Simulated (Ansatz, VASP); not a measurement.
# Two plane-wave programs on Li2S

```xyz
3
Lattice="0.0000 2.7835 2.7835 2.7835 0.0000 2.7835 2.7835 2.7835 0.0000" Properties=species:S:1:pos:R:3 pbc="T T T"
Li    1.3917    1.3917    1.3917
Li    4.1752    4.1752    4.1752
S     0.0000    0.0000    0.0000
```

Alike in both runs: functional LDA; k mesh 6 × 6 × 6; no spin polarisation.

Ansatz relaxed the structure, and its values are those at the end. VASP's run is a single point on that final structure, the one shown.

```csv
,VASP,Ansatz
version,VASP 6.6.1,Ansatz 0.2.0
potentials or method,"VASP PAW LDA potentials, release 64 (Li_sv, S)","plane waves, PAW"
plane-wave cutoff (eV),750,420
occupations,"gaussian, width 0.01 eV",fixed
valence electrons in the cell,12,12
```

```csv
,VASP,Ansatz,Ansatz less VASP
pressure (GPa),-0.1,0.0,+0.09
```

LDA's correlation is that of Perdew and Zunger in VASP and of Perdew and Wang (1992) in Ansatz.
